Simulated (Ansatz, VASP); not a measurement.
**AlNi: VASP beside Ansatz**

Contents of INCAR:

```
SYSTEM = AlNi
PREC     = Accurate       ! precision mode
ENCUT    = 520            ! plane-wave cutoff, eV
EDIFF    = 1E-6           ! SCF threshold, eV
ISMEAR   = 0              ! smearing method
SIGMA    = 0.15           ! smearing width, eV
LREAL    = .FALSE.        ! projectors in reciprocal space
LASPH    = .TRUE.         ! aspherical terms in the spheres
NELM     = 60             ! most SCF steps
ALGO     = Fast           ! electronic algorithm
ISIF     = 2              ! what is computed and relaxed
LWAVE    = .FALSE.        ! write WAVECAR
LCHARG   = .FALSE.        ! write CHGCAR
GGA      = PS             ! functional
NBANDS   = 28             ! bands
```

File KPOINTS:

```
Automatic mesh
0
G
  15 15 5
  0 0 0
```

Contents of POSCAR:

```
AlNi
1.0
    0.0000000000     -2.8618233747      0.0000000000
    0.0000000000      0.0000000000     -2.8618233747
   10.5854701242     -0.4769705624     -0.4769705624
Al Ni
3 3
Direct
    0.9887352532     -0.0112647468      0.0675884807
    0.9436762660     -0.0563237340      0.3379424037
    0.8986172789     -0.1013827211      0.6082963267
    0.3760877853      0.3760877853      0.7434732882
    0.4662057596      0.4662057596      0.2027654422
    0.4211467725      0.4211467725      0.4731193652
```

Input for Ansatz:

```yaml
crystal:
  lattice:
    - [0.0, -2.8618233747, 0.0]
    - [0.0, 0.0, -2.8618233747]
    - [10.5854701242, -0.4769705624, -0.4769705624]
  atoms:
    - { symbol: Al, position: [0.9887352532, -0.0112647468, 0.0675884807] }
    - { symbol: Al, position: [0.943676266, -0.056323734, 0.3379424037] }
    - { symbol: Al, position: [0.8986172789, -0.1013827211, 0.6082963267] }
    - { symbol: Ni, position: [0.3760877853, 0.3760877853, 0.7434732882] }
    - { symbol: Ni, position: [0.4662057596, 0.4662057596, 0.2027654422] }
    - { symbol: Ni, position: [0.4211467725, 0.4211467725, 0.4731193652] }
basis:
  ecutwfc: 520.0
kpoints:
  mp_grid: { grid: [15, 15, 5] }
hamiltonian:
  xc: pbesol
  pseudopotentials: { kind: paw, azcp: { folder: soft_1 } }
scf:
  occupations: { method: gaussian, width: 0.15 }
output:
  forces: true
  stress: true
  eigenvalues: true
```

Alike in both runs: task single point; functional PBEsol; k mesh 15 × 15 × 5; occupations gaussian, width 0.15 eV; no spin polarisation.

|  | VASP | Ansatz |
| --- | --- | --- |
| version | VASP 6.6.1 | Ansatz 0.2.0 |
| potentials or method | VASP PAW PBE potentials, release 64 (Al, Ni), cutoff 520 eV | scalar-relativistic, plane waves, PAW |
| valence electrons in the cell | 39 | 63 |

```csv
,VASP,Ansatz,Ansatz less VASP
gap on the k mesh at the Fermi level (eV),none,none,-
pressure (GPa),-5.8,-6.2,-0.35
"traceless stress, the component that is largest in VASP (GPa)",-0.40,-0.37,+0.027
rms of the force components (eV/Å),0.259,0.261,+0.0023
```

VASP's potentials were made for PBE, not for PBEsol, and Ansatz warns of the same on its side. Atom by atom the forces differ by 0.005 eV/Å (rms over components). A gap of «none» marks a metal or a gap that the smearing closes. With one functional, cell and mesh, what is left measures potentials, basis and numerics. VASP's potentials hold 39 valence electrons a cell and Ansatz's 63, so a difference there can come from the potentials and not from the codes.
